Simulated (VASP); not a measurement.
A run of VASP 6.6.1 is set up as follows.

The input INCAR:

```
SYSTEM = Cd
ALGO = Fast ; EDIFF = 1E-7
ENCUT = 520 ; GGA = PE
ISIF = 2 ; ISMEAR = -1
LASPH = .TRUE. ; LCHARG = .FALSE.
LREAL = .FALSE. ; LWAVE = .FALSE.
NBANDS = 19 ; NELM = 100
PREC = Accurate ; SIGMA = 0.05
```

File KPOINTS:

```
k-points
0
G
  9 9 4
  0 0 0
```

The input POSCAR:

```
Cd
1.0
    2.9788700000      0.0000000000      0.0000000000
   -1.4894350000      2.5797770946      0.0000000000
    0.0000000000      0.0000000000      5.5614735000
Cd
2
Direct
    0.6666666667      0.3333333333      0.7500000000
    0.3333333333      0.6666666667      0.2500000000
```

Potentials or basis: VASP PAW PBE potentials, release 64 (Cd).

Command:

```sh
$ cat potpaw_PBE.64/Cd/POTCAR > POTCAR
$ mpirun -np 1 vasp_std > vasp.out
```

Estimate the band gap on the k mesh.

zero (bands 12 and 13 overlap by 3.91 eV).

Predict the pressure.

4.2 GPa.

Stress tensor (GPa, compression positive):
```
4.35 0.00 0.00
0.00 4.35 0.00
0.00 0.00 4.06
```

Caveat: the cell stands under pressure.
